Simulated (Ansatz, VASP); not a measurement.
Sc in VASP and in Ansatz

```
Sc
1.0
     0.00000    2.32726    2.21374
     2.32726    0.00000    2.21374
     2.32726    2.32726    0.00000
Sc
1
Cartesian
  0.0000 0.0000 0.0000
```

Change from the starting cell: strain +0.025 along x and y, -0.025 along z, atoms carried along.

Alike in both runs: task single point; functional PBEsol; k mesh 18 × 18 × 18; occupations gaussian, width 0.15 eV; no spin polarisation.

```csv
,VASP,Ansatz
version,VASP 6.6.1,Ansatz 0.2.0
potentials or method,"VASP PAW PBE potentials, release 64 (Sc_sv), cutoff 520 eV","scalar-relativistic, plane waves, PAW"
valence electrons in the cell,11,11
```

```csv
,VASP,Ansatz,Ansatz less VASP
gap on the k mesh at the Fermi level (eV),none,none,-
pressure (GPa),-0.8,-0.8,0.00
"traceless stress, the component that is largest in VASP (GPa)",0.86,0.86,-0.004
```

VASP's potentials were made for PBE, not for PBEsol. A gap of «none» marks a metal or a gap that the smearing closes. The functional is the same, so the differences come from potentials, cutoffs and numerics.
